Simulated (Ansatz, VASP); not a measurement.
Two plane-wave programs on Al3Cu

File INCAR:

```
PREC = Accurate
ENCUT = 520
EDIFF = 1E-6
ISMEAR = 0
SIGMA = 0.15
LREAL = False
LASPH = True
NELM = 60
ALGO = Fast
ISIF = 2
LWAVE = False
LCHARG = False
NBANDS = 18
```

File KPOINTS:

```
regular mesh
0
Gamma
  12 12 12
```

The input POSCAR:

```
Al3Cu
1.0
    3.7093534386      0.0000000000      0.0000000000
    0.0000000000      3.7093534386      0.0000000000
    0.0000000000      0.0000000000      3.9411880286
Al Cu
3 1
Direct
    0.0000000000      0.5000000000      0.5000000000
    0.5000000000      0.0000000000      0.5000000000
    0.5000000000      0.5000000000      0.0000000000
    0.0000000000      0.0000000000      0.0000000000
```

Input for Ansatz:

```yaml
crystal:
  lattice:
    - [3.7093534386, 0.0, 0.0]
    - [0.0, 3.7093534386, 0.0]
    - [0.0, 0.0, 3.9411880286]
  atoms:
    - { symbol: Al, position: [0.0, 0.5, 0.5] }
    - { symbol: Al, position: [0.5, 0.0, 0.5] }
    - { symbol: Al, position: [0.5, 0.5, 0.0] }
    - { symbol: Cu, position: [0.0, 0.0, 0.0] }
basis:
  ecutwfc: 520.0
kpoints:
  mp_grid: { grid: [12, 12, 12] }
hamiltonian:
  xc: lda
  pseudopotentials: { kind: paw, azcp: { folder: soft_1 } }
scf:
  occupations: { method: gaussian, width: 0.15 }
output:
  forces: true
  stress: true
  eigenvalues: true
```

Alike in both runs: task single point; functional LDA; k mesh 12 × 12 × 12; occupations gaussian, width 0.15 eV; no spin polarisation.

|  | VASP | Ansatz |
| --- | --- | --- |
| version | VASP 6.6.1 | Ansatz 0.2.0 |
| potentials or method | VASP PAW LDA potentials, release 64 (Al, Cu), cutoff 520 eV | scalar-relativistic, plane waves, PAW |
| valence electrons in the cell | 20 | 28 |

VASP gave:

* gap on the k mesh at the Fermi level (eV): none
* pressure (GPa): 7.1
* traceless stress, the component that is largest in VASP (GPa): -5.52

Q: Which values does Ansatz return?

A: gap on the k mesh at the Fermi level (eV): none; pressure (GPa): 6.7; traceless stress, the component that is largest in VASP (GPa): -5.49.

Ansatz warns that its potentials were made for another functional, while VASP's fit it. LDA's correlation is that of Perdew and Zunger in VASP and of Perdew and Wang (1992) in Ansatz. A gap of «none» marks a metal or a gap that the smearing closes. VASP's potentials hold 20 valence electrons a cell and Ansatz's 28, so a difference there can come from the potentials and not from the codes.
